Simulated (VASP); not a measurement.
# Ge (Imma) in VASP: further runs

The runs below take Ge through single point, with PBEsol.

Everything below comes from runs of VASP 6.6.1. Logs are shortened: lines on timing, memory, paths and dates and some standing lists are left out, and cuts for length are marked.

### 1 The cell of the first run

Symmetry: Imma, No. 74, orthorhombic system. The conventional cell has a = 4.992 Å, b = 5.328 Å, c = 2.874 Å, α = 90.00°, β = 90.00°, γ = 90.00°. Ge (site symmetry mm2) has 8 Ge at 2.69 to 3.08 Å within 3.5 Å.

### 2 Single point, PBEsol (strain +0.0050 x Voigt [0, 1, 0, 0, 0, 0])

Contents of INCAR:

```
SYSTEM = Ge
ALGO = Normal
EDIFF = 1E-6
ENCUT = 520
GGA = PS
ISIF = 2
ISMEAR = 0
LASPH = .True.
LCHARG = .False.
LREAL = .False.
LWAVE = .False.
NBANDS = 21
NELM = 100
PREC = Accurate
SIGMA = 0.15
```

Contents of KPOINTS:

```
k-points
0
Gamma
  20 20 20
  0 0 0
```

Contents of POSCAR:

```
Ge
1.0
   -2.4958980000      2.6641173150      1.4369470000
    2.4958980000     -2.6641173150      1.4369470000
    2.4958980000      2.6641173150     -1.4369470000
Ge
2
Direct
    0.1859430000      0.9359430000      0.2500000000
    0.8140570000      0.0640570000      0.7500000000
```

Potentials or basis: VASP PAW PBE potentials, release 64 (Ge_d).

Launch:

```console
> cat potpaw_PBE.64/Ge_d/POTCAR > POTCAR
> mpirun -np 1 vasp_std > vasp.out
```

OUTCAR:

```text
SYSTEM = Ge
   EDIFF = 1E-6
   ENCUT = 520
   GGA = PS
   ISIF = 2
   ISMEAR = 0
   LASPH = .True.
   LREAL = .False.
   NELM = 100
   PREC = Accurate

 ion  position               nearest neighbor table
   1  0.186  0.936  0.250-   2 2.69   2 2.69   2 2.72   2 2.72
   2  0.814  0.064  0.750-   1 2.69   1 2.69   1 2.72   1 2.72

  LATTYP: Found a body centered orthorhombic cell.
 ALAT       =     2.8738940000
 B/A-ratio  =     1.7369450648
 C/A-ratio  =     1.8540122322

  Lattice vectors:

 A1 = (   2.4958980000,  -2.6641173150,   1.4369470000)
 A2 = (  -2.4958980000,  -2.6641173150,  -1.4369470000)
 A3 = (   2.4958980000,   2.6641173150,  -1.4369470000)

Analysis of symmetry for initial positions (statically):
=====================================================================
 Subroutine PRICEL returns:
 Original cell was already a primitive cell.

 Routine SETGRP: Setting up the symmetry group for a
 body centered orthorhombic supercell.

 Subroutine GETGRP returns: Found  8 space group operations
 (whereof  4 operations were pure point group operations)
 out of a pool of  8 trial point group operations.

The static configuration has the point symmetry C_2h.
 The point group associated with its full space group is D_2h.

Analysis of symmetry for dynamics (positions and initial velocities):
=====================================================================
 Subroutine PRICEL returns:
 Original cell was already a primitive cell.

 Routine SETGRP: Setting up the symmetry group for a
 body centered orthorhombic supercell.

 Subroutine GETGRP returns: Found  8 space group operations
 (whereof  4 operations were pure point group operations)
 out of a pool of  8 trial point group operations.

The dynamic configuration has the point symmetry C_2h.
 The point group associated with its full space group is D_2h.

 Subroutine INISYM returns: Found  8 space group operations
 (whereof  4 operations are pure point group operations),
 and found     1 'primitive' translations

----------------------------------------------------------------------------------------

                                     Primitive cell

  volume of cell :      38.2191

  direct lattice vectors                    reciprocal lattice vectors
    -2.495898000  2.664117315  1.436947000     0.000000000  0.187679423  0.347959946
     2.495898000 -2.664117315  1.436947000     0.200328699  0.000000000  0.347959946
     2.495898000  2.664117315 -1.436947000     0.200328699  0.187679423  0.000000000

  length of vectors
     3.923244139  3.923244139  3.923244139     0.395347555  0.401506801  0.274508932

  position of ions in fractional coordinates (direct lattice)
     0.185943000  0.935943000  0.250000000
     0.814057000  0.064057000  0.750000000

  ion indices of the primitive-cell ions
   primitive index   ion index
                 1           1
                 2           2

----------------------------------------------------------------------------------------

 KPOINTS: k-points

Automatic generation of k-mesh.
 Grid dimensions read from file:
 generate k-points for:   20   20   20

 Generating k-lattice:

  Cartesian coordinates                     Fractional coordinates (reciprocal lattice)
     0.000000000  0.009383971  0.017397997     0.050000000  0.000000000 -0.000000000
     0.010016435  0.000000000  0.017397997     0.000000000  0.050000000  0.000000000
     0.010016435  0.009383971  0.000000000    -0.000000000  0.000000000  0.050000000

  Length of vectors
     0.019767378  0.020075340  0.013725447

  Shift w.r.t. Gamma in fractional coordinates (k-lattice)
     0.000000000  0.000000000  0.000000000

 Subroutine IBZKPT returns following result:
 ===========================================

 Found   1166 irreducible k-points:

 Following reciprocal coordinates:
            Coordinates               Weight
  0.000000  0.000000  0.000000      1.000000
  0.050000 -0.000000  0.000000      4.000000
  0.100000 -0.000000  0.000000      4.000000
  0.150000 -0.000000  0.000000      4.000000
  0.200000 -0.000000  0.000000      4.000000
  0.250000 -0.000000  0.000000      4.000000
[... 16 lines left out ...]
 -0.450000  0.050000  0.000000      8.000000
 -0.400000  0.050000  0.000000      8.000000
 [... further k-points ...]
   k-points           NKPTS =   1166   k-points in BZ     NKDIM =   1166   number of bands    NBANDS=     21
   number of dos      NEDOS =    301   number of ions     NIONS =      2
   total plane-waves  NPLWV =  27000
   dimension x,y,z NGX =    30 NGY =   30 NGZ =   30
   dimension x,y,z NGXF=    60 NGYF=   60 NGZF=   60
   ions per type =               2
   NGX,Y,Z   is equivalent  to a cutoff of  12.71, 12.71, 12.71 a.u.
   NGXF,Y,Z  is equivalent  to a cutoff of  25.42, 25.42, 25.42 a.u.
 SYSTEM =  Ge
   PREC   = accura    normal or accurate (medium, high low for compatibility)
   ISTART =      0    job   : 0-new  1-cont  2-samecut
   ICHARG =      2    charge: 1-file 2-atom 10-const
   ISPIN  =      1    spin polarized calculation?
   LNONCOLLINEAR =      F non collinear calculations
   LSORBIT =      F    spin-orbit coupling
   LASPH  =      T    aspherical Exc in radial PAW
   ENCUT  =  520.0 eV  38.22 Ry    6.18 a.u.   7.29  7.29  7.29*2*pi/ulx,y,z
   NELM   =    100;   NELMIN=  2; NELMDL= -5     # of ELM steps
   EDIFF  = 0.1E-05   stopping-criterion for ELM
   LREAL  =      F    real-space projection
   EDIFFG = 0.1E-04   stopping-criterion for IOM
   NSW    =      0    number of steps for IOM
   IBRION =     -1    ionic relax: 0-MD 1-quasi-New 2-CG
   NFREE  =      0    steps in history (QN), initial steepest desc. (CG)
   ISIF   =      2    stress and relaxation
   ISYM   =      2    0-nonsym 1-usesym 2-fastsym
   POTIM  = 0.5000    time-step for ionic-motion
   TEBEG  =    0.0;   TEEND  =   0.0 temperature during run
   PSTRESS=    0.0 pullay stress
   NELECT =      28.0000    total number of electrons
   NUPDOWN=      -1.0000    fix difference up-down
   EMIN   =  10.00;   EMAX   =-10.00  energy-range for DOS
   EFERMI =   0.00;   METHOD = LEGACY
   ISMEAR =     0;   SIGMA  =   0.15  broadening in eV -4-tet -1-fermi 0-gaus
   EFERMI_NEDOS =   21; number of points for ismear=-14 and -15
   IALGO  =     38    algorithm
   IMIX   =      4    mixing-type and parameters
     AMIX     =   0.40;   BMIX     =  1.00
     AMIX_MAG =   1.60;   BMIX_MAG =  1.00
  volume/ion in A,a.u.               =      19.11       128.96
  Fermi-wavevector in a.u.,A,eV,Ry     =   1.475822  2.788898 29.634162  2.178049
  Thomas-Fermi vector in A             =   2.590424
   LORBIT       =      0    0 simple, 1 ext, 2 COOP (PROOUT), +10 PAW based schemes
   GGA     = PS    functional components
   LHFCALC =     F    Hartree Fock is set to
   AEXX    =    0.0000 exact exchange contribution
   IVDW    =     0    specifies the selected vdW correction
   LEPSILON=     F    determine dielectric tensor
   LRPA    =     F    only Hartree local field effects (RPA)
 non-spin polarized calculation
 Gauss-broadening in eV      SIGMA  =   0.15
  energy-cutoff  :      520.00
  volume of cell :       38.22
 maximum number of plane-waves:      1050
 NGX is ok and might be reduce to    30
   NGX = 15   NGY = 15   NGZ = 15

 number of electron      28.0000019 magnetization

 Free energy of the ion-electron system (eV)
  ---------------------------------------------------
  ext. energy  EPLUGINS =         0.00000000
  ---------------------------------------------------
  free energy    TOTEN  =        -9.51209190 eV

  energy without entropy =       -9.50248002  energy(sigma->0) =       -9.50728596

 E-fermi :   6.3192     XC(G=0): -11.3150

 val. band max:        6.3158642621   @ k =   0.2000  -0.4500   0.0500
 cond. band min:       6.3201013355   @ k =  -0.4000   0.1500   0.0000
 fundamental gap:      0.0042370734
 Fermi energy:         6.3191976126

 k-point     1 :       0.0000    0.0000    0.0000
  band No.  band energies     occupation
      1     -18.3296      2.00000
      2     -18.2571      2.00000
      3     -18.2546      2.00000
      4     -18.2502      2.00000
      5     -18.2181      2.00000
      6     -18.1794      2.00000
[... 13 lines left out ...]
     20      16.9554      0.00000
     21      18.9670      0.00000

 k-point     2 :       0.0500   -0.0000    0.0000
  band No.  band energies     occupation
      1     -18.3278      2.00000
      2     -18.2553      2.00000
      3     -18.2507      2.00000
      4     -18.2490      2.00000
      5     -18.2187      2.00000
      6     -18.1802      2.00000
[... 13 lines left out ...]
     20      17.2708      0.00000
     21      18.6383      0.00000

 k-point     3 :       0.1000   -0.0000    0.0000
  band No.  band energies     occupation
      1     -18.3223      2.00000
      2     -18.2489      2.00000
      3     -18.2454      2.00000
      4     -18.2407      2.00000
      5     -18.2202      2.00000
      6     -18.1825      2.00000
[... 13 lines left out ...]
     20      17.0849      0.00000
     21      18.3152      0.00000

 k-point     4 :       0.1500   -0.0000    0.0000
  band No.  band energies     occupation
      1     -18.3137      2.00000
      2     -18.2398      2.00000
      3     -18.2383      2.00000
      4     -18.2260      2.00000
      5     -18.2223      2.00000
      6     -18.1852      2.00000
[... 13 lines left out ...]
     20      16.0524      0.00000
     21      18.4566      0.00000

 k-point     5 :       0.2000   -0.0000    0.0000
  band No.  band energies     occupation
      1     -18.3027      2.00000
      2     -18.2332      2.00000
      3     -18.2254      2.00000
      4     -18.2238      2.00000
      5     -18.2083      2.00000
      6     -18.1868      2.00000
[... 13 lines left out ...]
     20      15.1749      0.00000
     21      18.5133      0.00000
[... 382 lines left out ...]
     20      17.3142      0.00000
     21      18.0721      0.00000

 k-point    22 :       0.5000    0.0500    0.0000
  band No.  band energies     occupation
      1     -18.2417      2.00000
      2     -18.2224      2.00000
      3     -18.2132      2.00000
      4     -18.2076      2.00000
      5     -18.1943      2.00000
      6     -18.1768      2.00000
[... 13 lines left out ...]
     20      17.3064      0.00000
     21      17.9981      0.00000

 k-point    23 :      -0.4500    0.0500    0.0000
  band No.  band energies     occupation
      1     -18.2472      2.00000
      2     -18.2260      2.00000
      3     -18.2079      2.00000
      4     -18.1993      2.00000
      5     -18.1957      2.00000
      6     -18.1803      2.00000
[... 13 lines left out ...]
     20      16.5556      0.00000
     21      18.7177      0.00000

 k-point    24 :      -0.4000    0.0500    0.0000
  band No.  band energies     occupation
      1     -18.2567      2.00000
      2     -18.2289      2.00000
      3     -18.2053      2.00000
      4     -18.1996      2.00000
      5     -18.1880      2.00000
      6     -18.1807      2.00000
[... 13 lines left out ...]
     20      15.3096      0.00000
     21      19.7087      0.00000

 [... further k-points ...]
[... 5 lines left out ...]
  --------------------------------------------------------------------------------------
  -------------------------------------------------------------------------------------
  Total       -0.5223031     -0.9392817     -0.6330269      0.0000000      0.0000000      0.0000000
  in kB      -21.8953680    -39.3754508    -26.5370013      0.0000000      0.0000000      0.0000000
  external PRESSURE =     -29.2692734 kB  Pullay stress =       0.0000000 kB

 VOLUME and BASIS-vectors are now :
 -----------------------------------------------------------------------------
  energy-cutoff  :      520.00
  volume of cell :       38.22
      direct lattice vectors                 reciprocal lattice vectors
    -2.495898000  2.664117315  1.436947000     0.000000000  0.187679423  0.347959946
     2.495898000 -2.664117315  1.436947000     0.200328699  0.000000000  0.347959946
     2.495898000  2.664117315 -1.436947000     0.200328699  0.187679423  0.000000000

 POSITION                                       TOTAL-FORCE (eV/Angst)
 -----------------------------------------------------------------------------------
      2.49590     -1.33206      1.25285         0.000000      0.000000     -0.039325
      0.00000      3.99618      0.18409        -0.000000     -0.000000      0.039325
 -----------------------------------------------------------------------------------
    total drift:                                0.000000      0.000000     -0.000000

  FREE ENERGIE OF THE ION-ELECTRON SYSTEM (eV)
  ---------------------------------------------------
  free  energy   TOTEN  =        -9.5120918951 eV

  energy  without entropy=       -9.5024800176  energy(sigma->0) =       -9.50728596
```

Wall time 13 min (1 thread of Intel Xeon Platinum 8259CL at 2.50GHz (Skylake/Cascade Lake), shared host); peak memory 0.76 GiB.

Results:

```
Free energy            : -9.5121 eV
Pressure               : -2.9 GPa
Largest force          : 0.039 eV/Å
Band gap on the k mesh : zero (band 14 reaches 8.78 eV, above the bottom of band 15 at 3.03 eV)
```

Forces on the atoms (eV/Å):
```
Ge   0.000  0.000 -0.039
Ge   0.000  0.000  0.039
```

Caveat: the cell differs from its parent crystal (strain +0.0050 x Voigt [0, 1, 0, 0, 0, 0]); the PAW data sets were made with another functional, which shifts forces and pressure a little.

(Continued in part 2 of 2.)
